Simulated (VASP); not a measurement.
Tc, 1 atom in the cell. The structure is cubic, space group Fm-3m (No. 225). Conventional cell: a = 3.847 Å, b = 3.847 Å, c = 3.847 Å, α = 90.00°, β = 90.00°, γ = 90.00°. Within 3.6 Å of Tc (site symmetry m-3m) lie 12 Tc at 2.72 Å.  This cell differs from its parent crystal: volume scaled by 0.96.

* Program: VASP 6.6.1
* Task: electric field gradients
* Functional: PBEsol
* Potentials or basis: VASP PAW PBE potentials, release 64 (Tc_pv)
* Cutoff: 520 eV
* k mesh: 18 × 18 × 18
* Occupations: fermi-dirac, width 0.03 eV
* Spin: no spin polarisation
* Dipole correction: no
* Further INCAR settings: ALGO = Normal; EDIFF = 1e-08; NBANDS = 12

Potentials or basis: VASP PAW PBE potentials, release 64 (Tc_pv).

The run is started by

```bash
$ cat potpaw_PBE.64/Tc_pv/POTCAR > POTCAR
$ mpirun -np 1 vasp_std > vasp.out
```

Hardware: 1 thread of AMD EPYC 9R45 96-Core Processor (Zen 5) (shared host).

Q: How long does it take, and how much memory?

A: Run time: 19 s on 1 thread of AMD EPYC 9R45 96-Core Processor (Zen 5), with other jobs on the host, peak memory 0.12 GiB. Counts: scf iterations 13, k points 195.
